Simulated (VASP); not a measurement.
# BaMgPF (P4/nmm) in VASP: further runs, part 2 of 2

VASP 6.6.1. The steps go on from the part before.

## (3) Relaxation of cell and atoms, LDA

This run uses another cell than the first one, of 22.48 Å³/atom.

Contents of INCAR:

```
SYSTEM = BaMgPF
PREC = Accurate ; ENCUT = 600
EDIFF = 1E-7 ; ISMEAR = 0
SIGMA = 0.02 ; LREAL = .False.
LASPH = .True. ; NELM = 100
ALGO = Normal ; ISIF = 3
LWAVE = .False. ; LCHARG = .False.
GGA = CA ; IBRION = 2
NSW = 70 ; EDIFFG = -0.005
```

Contents of KPOINTS:

```
Automatic mesh
0
Gamma
  6 6 4
  0 0 0
```

Contents of POSCAR:

```
BaMgPF
1.0
    4.3338564672      0.0000000000      0.0000000000
    0.0000000000      4.3338564672      0.0000000000
    0.0000000000      0.0000000000      9.5732924182
Ba P Mg F
2 2 2 2
Direct
    0.5000000000      0.0000000000      0.1605456130
    0.0000000000      0.5000000000      0.8394543870
    0.5000000000      0.0000000000      0.6531338968
    0.0000000000      0.5000000000      0.3468661032
    0.5000000000      0.5000000000      0.5000000000
    0.0000000000      0.0000000000      0.5000000000
    0.5000000000      0.5000000000      0.0000000000
    0.0000000000      0.0000000000      0.0000000000
```

Potentials or basis: VASP PAW LDA potentials, release 64 (Ba_sv, P, Mg, F).

On the command line:

```sh
$ cat potpaw_LDA.64/Ba_sv/POTCAR potpaw_LDA.64/P/POTCAR potpaw_LDA.64/Mg/POTCAR potpaw_LDA.64/F/POTCAR > POTCAR
$ mpirun -np 1 vasp_std > vasp.out
```

OUTCAR:

```text
SYSTEM = BaMgPF
   PREC = Accurate
   ENCUT = 600
   EDIFF = 1E-7
   ISMEAR = 0
   LREAL = .False.
   LASPH = .True.
   NELM = 100
   ISIF = 3
   GGA = CA
   IBRION = 2
   NSW = 70
   EDIFFG = -0.005

 ion  position               nearest neighbor table
   1  0.500  0.000  0.161-   7 2.66   8 2.66   7 2.66   8 2.66   4 3.55   4 3.55   4 3.55   4 3.55
                             5 3.91   6 3.91   5 3.91   6 3.91   2 4.34   2 4.34   2 4.34   2 4.34
   2  0.000  0.500  0.839-   7 2.66   8 2.66   8 2.66   7 2.66   3 3.55   3 3.55   3 3.55   3 3.55
                             5 3.91   5 3.91   6 3.91   6 3.91   1 4.34   1 4.34   1 4.34   1 4.34
   3  0.500  0.000  0.653-   5 2.62   6 2.62   5 2.62   6 2.62   2 3.55   2 3.55   2 3.55   2 3.55

   4  0.000  0.500  0.347-   5 2.62   6 2.62   6 2.62   5 2.62   1 3.55   1 3.55   1 3.55   1 3.55

   5  0.500  0.500  0.500-   3 2.62   4 2.62   3 2.62   4 2.62   6 3.06   6 3.06   6 3.06   6 3.06
                             2 3.91   1 3.91   2 3.91   1 3.91
   6  0.000  0.000  0.500-   3 2.62   4 2.62   4 2.62   3 2.62   5 3.06   5 3.06   5 3.06   5 3.06
                             1 3.91   2 3.91   2 3.91   1 3.91
   7  0.500  0.500  0.000-   1 2.66   2 2.66   1 2.66   2 2.66
   8  0.000  0.000  0.000-   1 2.66   2 2.66   2 2.66   1 2.66

  LATTYP: Found a simple tetragonal cell.
 ALAT       =     4.3338564672
 C/A-ratio  =     2.2089546552

  Lattice vectors:

 A1 = (   4.3338564672,   0.0000000000,   0.0000000000)
 A2 = (   0.0000000000,   4.3338564672,   0.0000000000)
 A3 = (   0.0000000000,   0.0000000000,   9.5732924182)

Analysis of symmetry for initial positions (statically):
=====================================================================
[... 179 lines left out ...]

 number of electron      47.9999978 magnetization

 Free energy of the ion-electron system (eV)
  ---------------------------------------------------
  ext. energy  EPLUGINS =         0.00000000
  ---------------------------------------------------
  free energy    TOTEN  =       -41.54520434 eV

  energy without entropy =      -41.54520434  energy(sigma->0) =      -41.54520434

 E-fermi :   2.4667     XC(G=0):  -9.3756

 val. band max:        2.2968353085   @ k =   0.0000   0.0000   0.0000
 cond. band min:       3.9427094792   @ k =   0.0000   0.0000   0.0000
 fundamental gap:      1.6458741707
 Fermi energy:         2.4667255909

 k-point     1 :       0.0000    0.0000    0.0000
  band No.  band energies     occupation
      1     -24.7109      2.00000
      2     -24.5475      2.00000
      3     -20.4320      2.00000
      4     -20.3379      2.00000
      5      -9.8781      2.00000
      6      -9.8781      2.00000
[... 1094 lines left out ...]
--------------------------------------- Ionic step        9  -------------------------------------------

 number of electron      48.0000027 magnetization

 Free energy of the ion-electron system (eV)
  ---------------------------------------------------
  ext. energy  EPLUGINS =         0.00000000
  ---------------------------------------------------
  free energy    TOTEN  =       -41.69272722 eV

  energy without entropy =      -41.69272722  energy(sigma->0) =      -41.69272722

 E-fermi :   2.7905     XC(G=0):  -9.6754

 val. band max:        2.6906656307   @ k =   0.0000   0.0000   0.0000
 cond. band min:       4.3227487590   @ k =   0.0000   0.0000   0.0000
 fundamental gap:      1.6320831284
 Fermi energy:         2.7905302326

 k-point     1 :       0.0000    0.0000    0.0000
  band No.  band energies     occupation
      1     -24.1375      2.00000
      2     -23.8879      2.00000
      3     -20.1295      2.00000
      4     -20.0836      2.00000
      5      -9.3158      2.00000
      6      -9.3158      2.00000
[... 794 lines left out ...]
  FREE ENERGIE OF THE ION-ELECTRON SYSTEM (eV)
  ---------------------------------------------------
  free  energy   TOTEN  =       -41.6927272160 eV

  energy  without entropy=      -41.6927272160  energy(sigma->0) =      -41.69272722

 reached required accuracy - stopping structural energy minimisation
```

OSZICAR:

```text
N       E                     dE             d eps       ncg     rms          rms(c)
DAV:   1     0.335314838116E+03    0.33531E+03   -0.22764E+04  1740   0.161E+03
DAV:   2    -0.161711055783E+02   -0.35149E+03   -0.34096E+03  2446   0.288E+02
DAV:   3    -0.434587522906E+02   -0.27288E+02   -0.27141E+02  2038   0.890E+01
[... 84 lines left out ...]
DAV:   2    -0.416927438819E+02    0.12375E-03   -0.62553E-04  1960   0.143E-01    0.200E-02
DAV:   3    -0.416927304337E+02    0.13448E-04   -0.35351E-05  1930   0.375E-02    0.100E-02
DAV:   4    -0.416927270282E+02    0.34055E-05   -0.16981E-05  2312   0.214E-02    0.382E-03
DAV:   5    -0.416927271444E+02   -0.11622E-06   -0.12525E-06  2127   0.571E-03    0.219E-03
DAV:   6    -0.416927272160E+02   -0.71626E-07   -0.91021E-08  1168   0.189E-03
   9 F= -.41692727E+02 E0= -.41692727E+02  d E =-.142912E-04
```

CONTCAR:

```text
BaMgPF
   1.00000000000000
     4.2474886201907669    0.0000000000000000    0.0000000000000000
     0.0000000000000000    4.2474886201907669    0.0000000000000000
     0.0000000000000000    0.0000000000000000    9.2848583740502661
  Ba              P               Mg              F
     2     2     2     2
Direct
     0.5000000000000000    0.0000000000000000    0.1611747183217426
     0.0000000000000000    0.5000000000000000    0.8388252816782575
     0.5000000000000000    0.0000000000000000    0.6558998458925435
     0.0000000000000000    0.5000000000000000    0.3441001541074565
     0.5000000000000000    0.5000000000000000    0.5000000000000000
     0.0000000000000000    0.0000000000000000    0.5000000000000000
     0.5000000000000000    0.5000000000000000    0.0000000000000000
     0.0000000000000000    0.0000000000000000    0.0000000000000000

  0.00000000E+00  0.00000000E+00  0.00000000E+00
  0.00000000E+00  0.00000000E+00  0.00000000E+00
  0.00000000E+00  0.00000000E+00  0.00000000E+00
  0.00000000E+00  0.00000000E+00  0.00000000E+00
  0.00000000E+00  0.00000000E+00  0.00000000E+00
  0.00000000E+00  0.00000000E+00  0.00000000E+00
  0.00000000E+00  0.00000000E+00  0.00000000E+00
  0.00000000E+00  0.00000000E+00  0.00000000E+00
```

It took 9.2 min on 1 thread of Intel Xeon 6975P-C (Granite Rapids), shared host; peak memory 0.41 GiB.

What came out:

* Free energy: -41.6927 eV
* Relaxed volume: 20.94 Å³/atom
* Relaxed cell: a = 4.247 Å, b = 4.247 Å, c = 9.285 Å, α = 90.00°, β = 90.00°, γ = 90.00°
* Space group after relaxing (to 0.1 Å): P4/nmm (No. 129)
* Energy gained by relaxing: 18.4 meV/atom
* Ionic steps: 9
* Pressure after relaxing: 0.0 GPa
* Band gap on the k mesh: 1.63 eV

Forces in eV/Å, atoms in the order of the input:
```
Ba   0.000  0.000  0.002
Ba   0.000  0.000 -0.002
P    0.000  0.000 -0.002
P    0.000  0.000  0.002
Mg   0.000  0.000  0.000
Mg   0.000  0.000  0.000
F    0.000  0.000  0.000
F    0.000  0.000  0.000
```

Step by step:
| step | energy change (eV) | largest force (eV/Å) | pressure (GPa) | volume (Å³) |
| --- | --- | --- | --- | --- |
| 1 | 0.0000 | 0.2292 | -3.74 | 179.81 |
| 2 | -0.1281 | 0.2970 | 0.97 | 166.49 |
| 3 | -0.1366 | 0.2072 | -0.08 | 168.98 |
| 4 | -0.1428 | 0.1398 | -0.05 | 168.43 |
| 5 | -0.1469 | 0.0445 | 0.02 | 167.47 |
| 6 | -0.1473 | 0.0276 | 0.00 | 167.53 |
| 7 | -0.1475 | 0.0058 | -0.04 | 167.60 |
| 8 | -0.1475 | 0.0086 | 0.05 | 167.40 |
| 9 | -0.1475 | 0.0022 | 0.00 | 167.51 |

Final structure:
```
CELL_PARAMETERS angstrom
4.24749 0.00000 0.00000
0.00000 4.24749 0.00000
0.00000 0.00000 9.28486
ATOMIC_POSITIONS crystal
Ba 0.50000 0.00000 0.16117
Ba 0.00000 0.50000 0.83883
P 0.50000 0.00000 0.65590
P 0.00000 0.50000 0.34410
Mg 0.50000 0.50000 0.50000
Mg 0.00000 0.00000 0.50000
F 0.50000 0.50000 0.00000
F 0.00000 0.00000 0.00000
```

Caveat: spin-orbit coupling is left out, which moves the levels of the heavy elements.
